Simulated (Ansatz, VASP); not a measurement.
Two plane-wave programs on NaF

```xyz
6
Lattice="3.1970 -4.9148 0.0000 3.1970 4.9148 0.0000 -1.4469 0.0000 2.6885" Properties=species:S:1:pos:R:3 pbc="T T T"
Na    3.5771    3.4033    1.0723
Na    2.9220    0.0000    2.4590
Na    3.5771   -3.4033    1.0723
F     1.3676   -3.4016    1.6145
F     2.0285    0.0000    0.2326
F     1.3676    3.4016    1.6145
```

Alike in both runs: functional PBE; k mesh 6 × 6 × 8; occupations gaussian, width 0.02 eV; no spin polarisation.

Ansatz relaxed the structure, and its values are those at the end. VASP's run is a single point on that final structure, the one shown.

```csv
,VASP,Ansatz
version,VASP 6.6.1,Ansatz 0.2.0
potentials or method,"VASP PAW PBE potentials, release 64 (Na_pv, F), cutoff 520 eV","scalar-relativistic, plane waves, PAW"
valence electrons in the cell,42,48
```

|  | VASP | Ansatz | Ansatz less VASP |
| --- | --- | --- | --- |
| gap on the k mesh at the Fermi level (eV) | 5.42 | 5.44 | +0.016 |
| least direct gap on the mesh (eV) | 5.45 | 5.46 | +0.016 |
| pressure (GPa) | -0.1 | 0.0 | +0.10 |
| rms of the force components (eV/Å) | 0.004 | 0.001 | -0.0032 |

VASP's potentials hold 42 valence electrons a cell and Ansatz's 48, so a difference there can come from the potentials and not from the codes.
